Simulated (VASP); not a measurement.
# Rh (Im-3m) in VASP: single point with PBE

Aim: the single point of Rh with PBE.

All numbers are computed with VASP 6.6.1; they aren't measurements. Logs are shortened: lines on timing, memory, paths and dates and some standing lists are left out, and cuts for length are marked.

## Step 1: The cell of the first run

Symmetry: Im-3m, No. 229, cubic system. The conventional cell has a = 3.070 Å, b = 3.070 Å, c = 3.070 Å, α = 90.00°, β = 90.00°, γ = 90.00°. Within 3.5 Å of Rh (site symmetry m-3m) lie 14 Rh at 2.66 to 3.07 Å.

## Step 2: Single point, PBE

Input file INCAR:

```
PREC = Accurate
ENCUT = 520
EDIFF = 1E-6
ISMEAR = 0
SIGMA = 0.05
LREAL = F
LASPH = T
NELM = 80
ALGO = Normal
ISIF = 2
LWAVE = F
LCHARG = F
GGA = PE
NBANDS = 14
```

Input file KPOINTS:

```
regular mesh
0
Gamma
  20 20 20
```

Input file POSCAR:

```
Rh
1.0
   -1.5350682115      1.5350682115      1.5350682115
    1.5350682115     -1.5350682115      1.5350682115
    1.5350682115      1.5350682115     -1.5350682115
Rh
1
Direct
    0.0000000000      0.0000000000      0.0000000000
```

Potentials or basis: VASP PAW PBE potentials, release 64 (Rh_pv).

The run is started by

```
$ cat potpaw_PBE.64/Rh_pv/POTCAR > POTCAR
$ mpirun -np 1 vasp_std > vasp.out
```

OUTCAR:

```text
PREC = Accurate
   ENCUT = 520
   EDIFF = 1E-6
   ISMEAR = 0
   LREAL = F
   LASPH = T
   NELM = 80
   ISIF = 2
   GGA = PE

 ion  position               nearest neighbor table
   1  0.000  0.000  0.000-

  LATTYP: Found a body centered cubic cell.
 ALAT       =     3.0701364230

  Lattice vectors:

 A1 = (  -1.5350682115,   1.5350682115,   1.5350682115)
 A2 = (   1.5350682115,  -1.5350682115,   1.5350682115)
 A3 = (   1.5350682115,   1.5350682115,  -1.5350682115)

Analysis of symmetry for initial positions (statically):
=====================================================================
 Subroutine PRICEL returns:
 Original cell was already a primitive cell.

 Routine SETGRP: Setting up the symmetry group for a
 body centered cubic supercell.

 Subroutine GETGRP returns: Found 48 space group operations
 (whereof 48 operations were pure point group operations)
 out of a pool of 48 trial point group operations.

The static configuration has the point symmetry O_h .

Analysis of symmetry for dynamics (positions and initial velocities):
=====================================================================
 Subroutine PRICEL returns:
 Original cell was already a primitive cell.

 Routine SETGRP: Setting up the symmetry group for a
 body centered cubic supercell.

 Subroutine GETGRP returns: Found 48 space group operations
 (whereof 48 operations were pure point group operations)
 out of a pool of 48 trial point group operations.

The dynamic configuration has the point symmetry O_h .

 Subroutine INISYM returns: Found 48 space group operations
 (whereof 48 operations are pure point group operations),
 and found     1 'primitive' translations

----------------------------------------------------------------------------------------

                                     Primitive cell

  volume of cell :      14.4692

  direct lattice vectors                    reciprocal lattice vectors
    -1.535068212  1.535068212  1.535068212     0.000000000  0.325718425  0.325718425
     1.535068212 -1.535068212  1.535068212     0.325718425  0.000000000  0.325718425
     1.535068212  1.535068212 -1.535068212     0.325718425  0.325718425  0.000000000

  length of vectors
     2.658816135  2.658816135  2.658816135     0.460635414  0.460635414  0.460635414

  position of ions in fractional coordinates (direct lattice)
     0.000000000  0.000000000  0.000000000

  ion indices of the primitive-cell ions
   primitive index   ion index
                 1           1

----------------------------------------------------------------------------------------

 KPOINTS: regular mesh

Automatic generation of k-mesh.
 Grid dimensions read from file:
 generate k-points for:   20   20   20

 Generating k-lattice:

  Cartesian coordinates                     Fractional coordinates (reciprocal lattice)
     0.000000000  0.016285921  0.016285921     0.050000000  0.000000000  0.000000000
     0.016285921  0.000000000  0.016285921     0.000000000  0.050000000  0.000000000
     0.016285921  0.016285921  0.000000000     0.000000000  0.000000000  0.050000000

  Length of vectors
     0.023031771  0.023031771  0.023031771

  Shift w.r.t. Gamma in fractional coordinates (k-lattice)
     0.000000000  0.000000000  0.000000000

 Subroutine IBZKPT returns following result:
 ===========================================

 Found    256 irreducible k-points:

 Following reciprocal coordinates:
            Coordinates               Weight
  0.000000  0.000000  0.000000      1.000000
  0.050000  0.000000  0.000000     12.000000
  0.100000  0.000000  0.000000     12.000000
  0.150000  0.000000  0.000000     12.000000
  0.200000  0.000000  0.000000     12.000000
  0.250000  0.000000  0.000000     12.000000
[... 16 lines left out ...]
  0.200000  0.100000  0.000000     48.000000
  0.250000  0.100000  0.000000     48.000000
 [... further k-points ...]
   k-points           NKPTS =    256   k-points in BZ     NKDIM =    256   number of bands    NBANDS=     14
   number of dos      NEDOS =    301   number of ions     NIONS =      1
   total plane-waves  NPLWV =   8000
   dimension x,y,z NGX =    20 NGY =   20 NGZ =   20
   dimension x,y,z NGXF=    40 NGYF=   40 NGZF=   40
   ions per type =               1
   NGX,Y,Z   is equivalent  to a cutoff of  12.51, 12.51, 12.51 a.u.
   NGXF,Y,Z  is equivalent  to a cutoff of  25.01, 25.01, 25.01 a.u.
 SYSTEM =  unknown system
   PREC   = accura    normal or accurate (medium, high low for compatibility)
   ISTART =      0    job   : 0-new  1-cont  2-samecut
   ICHARG =      2    charge: 1-file 2-atom 10-const
   ISPIN  =      1    spin polarized calculation?
   LNONCOLLINEAR =      F non collinear calculations
   LSORBIT =      F    spin-orbit coupling
   LASPH  =      T    aspherical Exc in radial PAW
   ENCUT  =  520.0 eV  38.22 Ry    6.18 a.u.   4.94  4.94  4.94*2*pi/ulx,y,z
   NELM   =     80;   NELMIN=  2; NELMDL= -5     # of ELM steps
   EDIFF  = 0.1E-05   stopping-criterion for ELM
   LREAL  =      F    real-space projection
   EDIFFG = 0.1E-04   stopping-criterion for IOM
   NSW    =      0    number of steps for IOM
   IBRION =     -1    ionic relax: 0-MD 1-quasi-New 2-CG
   NFREE  =      0    steps in history (QN), initial steepest desc. (CG)
   ISIF   =      2    stress and relaxation
   ISYM   =      2    0-nonsym 1-usesym 2-fastsym
   POTIM  = 0.5000    time-step for ionic-motion
   TEBEG  =    0.0;   TEEND  =   0.0 temperature during run
   PSTRESS=    0.0 pullay stress
   NELECT =      15.0000    total number of electrons
   NUPDOWN=      -1.0000    fix difference up-down
   EMIN   =  10.00;   EMAX   =-10.00  energy-range for DOS
   EFERMI =   0.00;   METHOD = LEGACY
   ISMEAR =     0;   SIGMA  =   0.05  broadening in eV -4-tet -1-fermi 0-gaus
   EFERMI_NEDOS =   21; number of points for ismear=-14 and -15
   IALGO  =     38    algorithm
   IMIX   =      4    mixing-type and parameters
     AMIX     =   0.40;   BMIX     =  1.00
     AMIX_MAG =   1.60;   BMIX_MAG =  1.00
  volume/ion in A,a.u.               =      14.47        97.64
  Fermi-wavevector in a.u.,A,eV,Ry     =   1.656879  3.131048 37.351387  2.745249
  Thomas-Fermi vector in A             =   2.744728
   LORBIT       =      0    0 simple, 1 ext, 2 COOP (PROOUT), +10 PAW based schemes
   GGA     = PE    functional components
   LHFCALC =     F    Hartree Fock is set to
   AEXX    =    0.0000 exact exchange contribution
   IVDW    =     0    specifies the selected vdW correction
   LEPSILON=     F    determine dielectric tensor
   LRPA    =     F    only Hartree local field effects (RPA)
 non-spin polarized calculation
 Gauss-broadening in eV      SIGMA  =   0.05
  energy-cutoff  :      520.00
  volume of cell :       14.47
 maximum number of plane-waves:       403
   NGX =  9   NGY =  9   NGZ =  9

 number of electron      15.0000005 magnetization

 Free energy of the ion-electron system (eV)
  ---------------------------------------------------
  ext. energy  EPLUGINS =         0.00000000
  ---------------------------------------------------
  free energy    TOTEN  =        -6.90785200 eV

  energy without entropy =       -6.90407777  energy(sigma->0) =       -6.90596488

 E-fermi :  10.8155     XC(G=0): -13.6849

 val. band max:       10.8152893874   @ k =   0.3500   0.2500   0.0500
 cond. band min:      10.8286009288   @ k =   0.3000   0.2500   0.0500
 fundamental gap:      0.0133115415
 Fermi energy:        10.8155412362

 k-point     1 :       0.0000    0.0000    0.0000
  band No.  band energies     occupation
      1     -35.1398      2.00000
      2     -35.1398      2.00000
      3     -35.1398      2.00000
      4       3.4143      2.00000
      5       8.0843      2.00000
      6       8.0843      2.00000
      7       8.0843      2.00000
      8      10.4139      2.00000
      9      10.4139      2.00000
     10      29.2662      0.00000
     11      29.2662      0.00000
     12      29.2662      0.00000
     13      31.9782      0.00000
     14      38.8805      0.00000

 k-point     2 :       0.0500    0.0000    0.0000
  band No.  band energies     occupation
      1     -35.1557      2.00000
      2     -35.1451      2.00000
      3     -35.1398      2.00000
      4       3.5164      2.00000
      5       8.0438      2.00000
      6       8.0841      2.00000
      7       8.1641      2.00000
      8      10.3627      2.00000
      9      10.4167      2.00000
     10      29.3010      0.00000
     11      29.3059      0.00000
     12      29.4093      0.00000
     13      31.9782      0.00000
     14      37.9141      0.00000

 k-point     3 :       0.1000    0.0000    0.0000
  band No.  band energies     occupation
      1     -35.2016      2.00000
      2     -35.1604      2.00000
      3     -35.1398      2.00000
      4       3.8130      2.00000
      5       7.9282      2.00000
      6       8.0794      2.00000
      7       8.4003      2.00000
      8      10.2348      2.00000
      9      10.4259      2.00000
     10      29.3161      0.00000
     11      29.3696      0.00000
     12      29.8285      0.00000
     13      31.9780      0.00000
     14      36.5587      0.00000

 k-point     4 :       0.1500    0.0000    0.0000
  band No.  band energies     occupation
      1     -35.2727      2.00000
      2     -35.1842      2.00000
      3     -35.1397      2.00000
      4       4.2700      2.00000
      5       7.7534      2.00000
      6       8.0687      2.00000
      7       8.7823      2.00000
      8      10.0961      2.00000
      9      10.4444      2.00000
     10      29.0543      0.00000
     11      29.2877      0.00000
     12      30.4944      0.00000
     13      31.9772      0.00000
     14      35.6543      0.00000

 k-point     5 :       0.2000    0.0000    0.0000
  band No.  band energies     occupation
      1     -35.3615      2.00000
      2     -35.2141      2.00000
      3     -35.1396      2.00000
      4       4.8096      2.00000
      5       7.5414      2.00000
      6       8.0927      2.00000
      7       9.2916      2.00000
      8      10.0155      2.00000
      9      10.4750      2.00000
     10      28.2303      0.00000
     11      28.8696      0.00000
[... 276 lines left out ...]
 k-point    22 :       0.1500    0.1000    0.0000
  band No.  band energies     occupation
      1     -35.3919      2.00000
      2     -35.2111      2.00000
      3     -35.1591      2.00000
      4       5.0632      2.00000
      5       7.5843      2.00000
      6       7.8052      2.00000
      7       9.6625      2.00000
      8       9.8918      2.00000
      9      10.5813      2.00000
     10      28.2219      0.00000
     11      28.7387      0.00000
     12      31.0298      0.00000
     13      31.9751      0.00000
     14      33.9171      0.00000

 k-point    23 :       0.2000    0.1000    0.0000
  band No.  band energies     occupation
      1     -35.4781      2.00000
      2     -35.2470      2.00000
      3     -35.1608      2.00000
      4       5.5372      2.00000
      5       7.3645      2.00000
      6       7.9006      2.00000
      7       9.8842      2.00000
      8      10.3354      2.00000
      9      10.6845      1.99979
     10      26.8989      0.00000
     11      27.9223      0.00000
     12      31.6913      0.00000
     13      31.9754      0.00000
     14      32.6539      0.00000

 k-point    24 :       0.2500    0.1000    0.0000
  band No.  band energies     occupation
      1     -35.5625      2.00000
      2     -35.2844      2.00000
      3     -35.1617      2.00000
      4       5.7696      2.00000
      5       7.1525      2.00000
      6       8.2964      2.00000
      7       9.9709      2.00000
      8      10.6796      1.99988
      9      11.2126      0.00000
     10      25.1718      0.00000
     11      27.1296      0.00000
     12      30.9701      0.00000
     13      31.9823      0.00000
     14      33.0267      0.00000

 [... further k-points ...]

------------------------ aborting loop because EDIFF is reached ----------------------------------------

  FORCE on cell =-STRESS in cart. coord.  units (eV):
  Direction    XX          YY          ZZ          XY          YZ          ZX
  --------------------------------------------------------------------------------------
  -------------------------------------------------------------------------------------
  Total       -0.0091549     -0.0091549     -0.0091549      0.0000000      0.0000000      0.0000000
  in kB       -1.0137314     -1.0137314     -1.0137314      0.0000000      0.0000000      0.0000000
  external PRESSURE =      -1.0137314 kB  Pullay stress =       0.0000000 kB

 VOLUME and BASIS-vectors are now :
 -----------------------------------------------------------------------------
  energy-cutoff  :      520.00
  volume of cell :       14.47
      direct lattice vectors                 reciprocal lattice vectors
    -1.535068212  1.535068212  1.535068212     0.000000000  0.325718425  0.325718425
     1.535068212 -1.535068212  1.535068212     0.325718425  0.000000000  0.325718425
     1.535068212  1.535068212 -1.535068212     0.325718425  0.325718425  0.000000000

 POSITION                                       TOTAL-FORCE (eV/Angst)
 -----------------------------------------------------------------------------------
      0.00000      0.00000      0.00000        -0.000000     -0.000000     -0.000000
 -----------------------------------------------------------------------------------
    total drift:                                0.000000      0.000000      0.000000

  FREE ENERGIE OF THE ION-ELECTRON SYSTEM (eV)
  ---------------------------------------------------
  free  energy   TOTEN  =        -6.9078519994 eV

  energy  without entropy=       -6.9040777675  energy(sigma->0) =       -6.90596488
```

Wall time 21 s (1 thread of Intel Xeon Platinum 8488C (Sapphire Rapids), shared host); peak memory 0.16 GiB.

What came out:

| Quantity | Value |
| --- | --- |
| Free energy | -6.9079 eV |
| Pressure | -0.1 GPa |
